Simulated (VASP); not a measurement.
# GaAs (F-43m) in VASP: further runs

Runs on GaAs. Level: r2SCAN. Tasks: single point.

All numbers are computed with VASP 6.6.1; they aren't measurements. Logs are shortened: lines on timing, memory, paths and dates and some standing lists are left out, and cuts for length are marked.

## (1) The cell of the first run

Symmetry: F-43m, No. 216, cubic system. The conventional cell has a = 5.836 Å, b = 5.836 Å, c = 5.836 Å, α = 90.00°, β = 90.00°, γ = 90.00°. Ga (site symmetry -43m) has 4 As at 2.53 Å within 3.3 Å. As (site symmetry -43m) has 4 Ga at 2.53 Å within 3.3 Å.

## (2) Single point, r2SCAN (strain +3.0%)

File POSCAR:

```
GaAs
1.0
    0.0000000000      2.9180776483      2.9180776483
    2.9180776483      0.0000000000      2.9180776483
    2.9180776483      2.9180776483      0.0000000000
Ga As
1 1
Direct
    0.0000000000      0.0000000000      0.0000000000
    0.2500000000      0.2500000000      0.2500000000
```

File INCAR.step1:

```
SYSTEM = GaAs
  PREC = Accurate
  ENCUT = 520
  ISMEAR = -1
  SIGMA = 0.02
  LREAL = .FALSE.
  LASPH = .TRUE.
  NELM = 80
  NBANDS = 16
  GGA = PE
  ALGO = Normal
  EDIFF = 1E-4
  LWAVE = .TRUE.
  LCHARG = .FALSE.
```

File INCAR.step2:

```
SYSTEM = GaAs
  PREC = Accurate
  ENCUT = 520
  EDIFF = 1E-6
  ISMEAR = -1
  SIGMA = 0.02
  LREAL = .FALSE.
  LASPH = .TRUE.
  NELM = 80
  ALGO = Normal
  ISIF = 2
  LWAVE = .FALSE.
  LCHARG = .TRUE.
  METAGGA = R2SCAN
  LMIXTAU = .TRUE.
  LELF = .TRUE.
  LVHAR = .TRUE.
  NBANDS = 16
  ISTART = 1
```

File KPOINTS:

```
regular mesh
0
G
  8 8 8
  0 0 0
```

Potentials or basis: VASP PAW PBE potentials, release 64 (Ga_d, As).

On the command line:

```bash
> cat potpaw_PBE.64/Ga_d/POTCAR potpaw_PBE.64/As/POTCAR > POTCAR
> cp INCAR.step1 INCAR
> mpirun -np 1 vasp_std > vasp.out
> cp INCAR.step2 INCAR
> mpirun -np 1 vasp_std > vasp.out
```

OUTCAR:

```text
SYSTEM = GaAs
   PREC = Accurate
   ENCUT = 520
   EDIFF = 1E-6
   ISMEAR = -1
   LREAL = .FALSE.
   LASPH = .TRUE.
   NELM = 80
   ISIF = 2
   METAGGA = R2SCAN
   ISTART = 1

 ion  position               nearest neighbor table
   1  0.000  0.000  0.000-   2 2.53   2 2.53   2 2.53   2 2.53
   2  0.250  0.250  0.250-   1 2.53   1 2.53   1 2.53   1 2.53

  LATTYP: Found a face centered cubic cell.
 ALAT       =     5.8361552966

  Lattice vectors:

 A1 = (   0.0000000000,   2.9180776483,   2.9180776483)
 A2 = (   2.9180776483,   0.0000000000,   2.9180776483)
 A3 = (   2.9180776483,   2.9180776483,   0.0000000000)

Analysis of symmetry for initial positions (statically):
=====================================================================
 Subroutine PRICEL returns:
 Original cell was already a primitive cell.

 Routine SETGRP: Setting up the symmetry group for a
 face centered cubic supercell.

 Subroutine GETGRP returns: Found 24 space group operations
 (whereof 24 operations were pure point group operations)
 out of a pool of 48 trial point group operations.

The static configuration has the point symmetry T_d .

Analysis of symmetry for dynamics (positions and initial velocities):
=====================================================================
 Subroutine PRICEL returns:
 Original cell was already a primitive cell.

 Routine SETGRP: Setting up the symmetry group for a
 face centered cubic supercell.

 Subroutine GETGRP returns: Found 24 space group operations
 (whereof 24 operations were pure point group operations)
 out of a pool of 48 trial point group operations.

The dynamic configuration has the point symmetry T_d .

 Subroutine INISYM returns: Found 24 space group operations
 (whereof 24 operations are pure point group operations),
 and found     1 'primitive' translations

----------------------------------------------------------------------------------------

                                     Primitive cell

  volume of cell :      49.6959

  direct lattice vectors                    reciprocal lattice vectors
     0.000000000  2.918077648  2.918077648    -0.171345680  0.171345680  0.171345680
     2.918077648  0.000000000  2.918077648     0.171345680 -0.171345680  0.171345680
     2.918077648  2.918077648  0.000000000     0.171345680  0.171345680 -0.171345680

  length of vectors
     4.126784986  4.126784986  4.126784986     0.296779424  0.296779424  0.296779424

  position of ions in fractional coordinates (direct lattice)
     0.000000000  0.000000000  0.000000000
     0.250000000  0.250000000  0.250000000

  ion indices of the primitive-cell ions
   primitive index   ion index
                 1           1
                 2           2

----------------------------------------------------------------------------------------

 KPOINTS: regular mesh

Automatic generation of k-mesh.
 Grid dimensions read from file:
 generate k-points for:    8    8    8

 Generating k-lattice:

  Cartesian coordinates                     Fractional coordinates (reciprocal lattice)
    -0.021418210  0.021418210  0.021418210     0.125000000  0.000000000  0.000000000
     0.021418210 -0.021418210  0.021418210     0.000000000  0.125000000  0.000000000
     0.021418210  0.021418210 -0.021418210     0.000000000  0.000000000  0.125000000

  Length of vectors
     0.037097428  0.037097428  0.037097428

  Shift w.r.t. Gamma in fractional coordinates (k-lattice)
     0.000000000  0.000000000  0.000000000

 Subroutine IBZKPT returns following result:
 ===========================================

 Found     29 irreducible k-points:

 Following reciprocal coordinates:
            Coordinates               Weight
  0.000000  0.000000  0.000000      1.000000
  0.125000  0.000000  0.000000      8.000000
  0.250000  0.000000  0.000000      8.000000
  0.375000  0.000000  0.000000      8.000000
  0.500000  0.000000  0.000000      4.000000
  0.125000  0.125000  0.000000      6.000000
[... 16 lines left out ...]
  0.500000  0.250000  0.125000     48.000000
 -0.375000  0.250000  0.125000     24.000000
 [... further k-points ...]
   k-points           NKPTS =     29   k-points in BZ     NKDIM =     29   number of bands    NBANDS=     16
   number of dos      NEDOS =    301   number of ions     NIONS =      2
   total plane-waves  NPLWV =  32768
   dimension x,y,z NGX =    32 NGY =   32 NGZ =   32
   dimension x,y,z NGXF=    64 NGYF=   64 NGZF=   64
   ions per type =               1   1
   NGX,Y,Z   is equivalent  to a cutoff of  12.89, 12.89, 12.89 a.u.
   NGXF,Y,Z  is equivalent  to a cutoff of  25.78, 25.78, 25.78 a.u.
 SYSTEM =  GaAs
   PREC   = accura    normal or accurate (medium, high low for compatibility)
   ISTART =      1    job   : 0-new  1-cont  2-samecut
   ICHARG =      0    charge: 1-file 2-atom 10-const
   ISPIN  =      1    spin polarized calculation?
   LNONCOLLINEAR =      F non collinear calculations
   LSORBIT =      F    spin-orbit coupling
   LASPH  =      T    aspherical Exc in radial PAW
   ENCUT  =  520.0 eV  38.22 Ry    6.18 a.u.   7.67  7.67  7.67*2*pi/ulx,y,z
   NELM   =     80;   NELMIN=  2; NELMDL=  0     # of ELM steps
   EDIFF  = 0.1E-05   stopping-criterion for ELM
   LREAL  =      F    real-space projection
   EDIFFG = 0.1E-04   stopping-criterion for IOM
   NSW    =      0    number of steps for IOM
   IBRION =     -1    ionic relax: 0-MD 1-quasi-New 2-CG
   NFREE  =      0    steps in history (QN), initial steepest desc. (CG)
   ISIF   =      2    stress and relaxation
   ISYM   =      2    0-nonsym 1-usesym 2-fastsym
   POTIM  = 0.5000    time-step for ionic-motion
   TEBEG  =    0.0;   TEEND  =   0.0 temperature during run
   PSTRESS=    0.0 pullay stress
   NELECT =      18.0000    total number of electrons
   NUPDOWN=      -1.0000    fix difference up-down
   EMIN   =  10.00;   EMAX   =-10.00  energy-range for DOS
   EFERMI =   0.00;   METHOD = LEGACY
   ISMEAR =    -1;   SIGMA  =   0.02  broadening in eV -4-tet -1-fermi 0-gaus
   EFERMI_NEDOS =   21; number of points for ismear=-14 and -15
   IALGO  =     38    algorithm
   IMIX   =      4    mixing-type and parameters
     AMIX     =   0.40;   BMIX     =  1.00
     AMIX_MAG =   1.60;   BMIX_MAG =  1.00
  volume/ion in A,a.u.               =      24.85       167.68
  Fermi-wavevector in a.u.,A,eV,Ry     =   1.166968  2.205249 18.528598  1.361814
  Thomas-Fermi vector in A             =   2.303474
   LORBIT       =      0    0 simple, 1 ext, 2 COOP (PROOUT), +10 PAW based schemes
   METAGGA = R2SCAN    functional components
   LHFCALC =     F    Hartree Fock is set to
   AEXX    =    0.0000 exact exchange contribution
   IVDW    =     0    specifies the selected vdW correction
   LEPSILON=     F    determine dielectric tensor
   LRPA    =     F    only Hartree local field effects (RPA)
 non-spin polarized calculation
  energy-cutoff  :      520.00
  volume of cell :       49.70
 maximum number of plane-waves:      1363
   NGX = 15   NGY = 15   NGZ = 15

 number of electron      17.9999992 magnetization

 Free energy of the ion-electron system (eV)
  ---------------------------------------------------
  ext. energy  EPLUGINS =         0.00000000
  ---------------------------------------------------
  free energy    TOTEN  =       -26.98019018 eV

  energy without entropy =      -26.98018658  energy(sigma->0) =      -26.98018838

 E-fermi :   2.9634     XC(G=0):  -9.8056

 val. band max:        2.8261795966   @ k =   0.0000   0.0000   0.0000
 cond. band min:       3.0785375311   @ k =   0.0000   0.0000   0.0000
 fundamental gap:      0.2523579345
 Fermi energy:         2.9633627041

 k-point     1 :       0.0000    0.0000    0.0000
  band No.  band energies     occupation
      1     -12.2753      2.00000
      2     -12.2753      2.00000
      3     -12.2753      2.00000
      4     -12.2076      2.00000
      5     -12.2076      2.00000
      6      -9.7218      2.00000
[... 8 lines left out ...]
     15      13.2292      0.00000
     16      13.2292      0.00000

 k-point     2 :       0.1250    0.0000    0.0000
  band No.  band energies     occupation
      1     -12.2848      2.00000
      2     -12.2726      2.00000
      3     -12.2726      2.00000
      4     -12.2077      2.00000
      5     -12.2077      2.00000
      6      -9.5552      2.00000
[... 8 lines left out ...]
     15      12.4701      0.00000
     16      12.4701      0.00000

 k-point     3 :       0.2500    0.0000    0.0000
  band No.  band energies     occupation
      1     -12.3064      2.00000
      2     -12.2666      2.00000
      3     -12.2665      2.00000
      4     -12.2073      2.00000
      5     -12.2073      2.00000
      6      -9.0928      2.00000
[... 8 lines left out ...]
     15      12.2312      0.00000
     16      12.2312      0.00000

 k-point     4 :       0.3750    0.0000    0.0000
  band No.  band energies     occupation
      1     -12.3263      2.00000
      2     -12.2615      2.00000
      3     -12.2615      2.00000
      4     -12.2059      2.00000
      5     -12.2059      2.00000
      6      -8.4885      2.00000
[... 8 lines left out ...]
     15      13.3157      0.00000
     16      13.3157      0.00000
[... 324 lines left out ...]
 k-point    22 :       0.3750    0.2500    0.1250
  band No.  band energies     occupation
      1     -12.3243      2.00000
      2     -12.2594      2.00000
      3     -12.2571      2.00000
      4     -12.2131      2.00000
      5     -12.2036      2.00000
      6      -8.7037      2.00000
[... 8 lines left out ...]
     15      13.9931      0.00000
     16      14.3674      0.00000

 k-point    23 :       0.5000    0.2500    0.1250
  band No.  band energies     occupation
      1     -12.3373      2.00000
      2     -12.2561      2.00000
      3     -12.2519      2.00000
      4     -12.2123      2.00000
      5     -12.2038      2.00000
      6      -8.1498      2.00000
[... 8 lines left out ...]
     15      13.8323      0.00000
     16      15.3181      0.00000

 k-point    24 :      -0.3750    0.2500    0.1250
  band No.  band energies     occupation
      1     -12.3422      2.00000
      2     -12.2553      2.00000
      3     -12.2499      2.00000
      4     -12.2107      2.00000
      5     -12.2048      2.00000
      6      -7.8538      2.00000
[... 8 lines left out ...]
     15      14.7630      0.00000
     16      15.1378      0.00000

 [... further k-points ...]

------------------------ aborting loop because EDIFF is reached ----------------------------------------

  FORCE on cell =-STRESS in cart. coord.  units (eV):
  Direction    XX          YY          ZZ          XY          YZ          ZX
  --------------------------------------------------------------------------------------
  -------------------------------------------------------------------------------------
  Total       -1.6109924     -1.6109924     -1.6109924      0.0000000      0.0000000      0.0000000
  in kB      -51.9377988    -51.9377988    -51.9377988      0.0000000      0.0000000      0.0000000
  external PRESSURE =     -51.9377988 kB  Pullay stress =       0.0000000 kB

 VOLUME and BASIS-vectors are now :
 -----------------------------------------------------------------------------
  energy-cutoff  :      520.00
  volume of cell :       49.70
      direct lattice vectors                 reciprocal lattice vectors
     0.000000000  2.918077648  2.918077648    -0.171345680  0.171345680  0.171345680
     2.918077648  0.000000000  2.918077648     0.171345680 -0.171345680  0.171345680
     2.918077648  2.918077648  0.000000000     0.171345680  0.171345680 -0.171345680

 POSITION                                       TOTAL-FORCE (eV/Angst)
 -----------------------------------------------------------------------------------
      0.00000      0.00000      0.00000        -0.000000     -0.000000     -0.000000
      1.45904      1.45904      1.45904         0.000000      0.000000      0.000000
 -----------------------------------------------------------------------------------
    total drift:                                0.000002      0.000002      0.000002

  FREE ENERGIE OF THE ION-ELECTRON SYSTEM (eV)
  ---------------------------------------------------
  free  energy   TOTEN  =       -26.9801901778 eV

  energy  without entropy=      -26.9801865849  energy(sigma->0) =      -26.98018838
```

Wall time 29 s (1 thread of Intel Xeon 6975P-C (Granite Rapids), shared host); peak memory 0.19 GiB.

Results:

```yaml
Free_energy: -26.9802 eV
Pressure: -5.2 GPa
Band_gap_on_the_k_mesh: 0.25 eV
```

Caveat: the cell differs from its parent crystal (strain +3.0%); the cell stands under tension; semilocal functionals underestimate gaps, and a narrow one can read as zero; the PAW data sets were made with another functional, which shifts forces and pressure a little.

## (3) Single point, r2SCAN (strain +4.0%)

File POSCAR:

```
GaAs
1.0
    0.0000000000      2.9464084993      2.9464084993
    2.9464084993      0.0000000000      2.9464084993
    2.9464084993      2.9464084993      0.0000000000
Ga As
1 1
Direct
    0.0000000000      0.0000000000      0.0000000000
    0.2500000000      0.2500000000      0.2500000000
```

File INCAR.step1:

```
SYSTEM = GaAs
PREC = Accurate ; ENCUT = 520
ISMEAR = -1 ; SIGMA = 0.02
LREAL = .FALSE. ; LASPH = .TRUE.
NELM = 80 ; NBANDS = 16
GGA = PE ; ALGO = Normal
EDIFF = 1E-4 ; LWAVE = .TRUE.
LCHARG = .FALSE.
```

File INCAR.step2:

```
SYSTEM = GaAs
PREC = Accurate ; ENCUT = 520
EDIFF = 1E-6 ; ISMEAR = -1
SIGMA = 0.02 ; LREAL = .FALSE.
LASPH = .TRUE. ; NELM = 80
ALGO = Normal ; ISIF = 2
LWAVE = .FALSE. ; LCHARG = .FALSE.
METAGGA = R2SCAN ; LMIXTAU = .TRUE.
NBANDS = 16 ; ISTART = 1
```

File KPOINTS:

```
Automatic mesh
0
G
  8 8 8
  0 0 0
```

Potentials or basis: VASP PAW PBE potentials, release 64 (Ga_d, As).

On the command line:

```bash
> cat potpaw_PBE.64/Ga_d/POTCAR potpaw_PBE.64/As/POTCAR > POTCAR
> cp INCAR.step1 INCAR
> mpirun -np 1 vasp_std > vasp.out
> cp INCAR.step2 INCAR
> mpirun -np 1 vasp_std > vasp.out
```

Wall time 30 s (1 thread of Intel Xeon 6975P-C (Granite Rapids), shared host); peak memory 0.19 GiB.

Results (log left out):

```yaml
Free_energy: -26.9269 eV
Pressure: -6.4 GPa
Band_gap_on_the_k_mesh: 0.04 eV
```

Levels at points of the mesh, in eV from the valence-band top:
```
           k point  band 6  band 7  band 8  band 9  band 10  band 11  band 12  band 13
(0.00, 0.00, 0.00)  -12.36    0.00    0.00    0.00     0.04     3.99     3.99     3.99
(0.50, 0.00, 0.00)  -10.88   -6.18   -1.00   -1.00     1.00     4.92     4.92     8.06
(0.50, 0.50, 0.00)  -10.26   -6.44   -2.36   -2.36     1.96     1.96     9.85     9.85
```

Caveat: the cell differs from its parent crystal (strain +4.0%); the cell stands under tension; semilocal functionals underestimate gaps, and a narrow one can read as zero; the PAW data sets were made with another functional, which shifts forces and pressure a little.

(Continued in part 2 of 2.)
